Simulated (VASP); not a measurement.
HfB3, 4 atoms in the cell. It takes space group Pm-3m (No. 221, cubic). Conventional cell: a = 3.390 Å, b = 3.390 Å, c = 3.390 Å, α = 90.00°, β = 90.00°, γ = 90.00°. Hf (site symmetry m-3m) has 12 B at 2.40 Å within 3.2 Å. Within 3.2 Å of B (site symmetry 4/mmm) lie 4 Hf at 2.40 Å and 8 B at 2.40 Å. The cell was built from a structure type or drawn by symmetry, and may not be a known phase.

- Program: VASP 6.6.1
- Task: relaxation of cell and atoms
- Functional: PBE
- Potentials or basis: VASP PAW PBE potentials, release 64 (Hf_pv, B)
- Cutoff: 600 eV
- k mesh: 14 × 14 × 14
- Occupations: gaussian, width 0.1 eV
- Spin: no spin polarisation
- Dipole correction: no
- Further INCAR settings: ALGO = Normal; EDIFF = 1e-07; IBRION = 2; EDIFFG = -0.01; NSW = 100; ISIF = 3

Potentials or basis: VASP PAW PBE potentials, release 64 (Hf_pv, B).

Run with:

```sh
$ cat potpaw_PBE.64/Hf_pv/POTCAR potpaw_PBE.64/B/POTCAR > POTCAR
$ mpirun -np 1 vasp_std > vasp.out
```

Hardware: 1 thread of AMD EPYC 7R43 64-Core Processor (Zen 3) (shared host).

Question: How long does it take, and how much memory?

Answer: Wall time 2.2 min on 1 thread of AMD EPYC 7R43 64-Core Processor (Zen 3), on a shared host, peak memory 0.19 GiB. Counts: scf iterations 33, k points 120, ion steps 3.
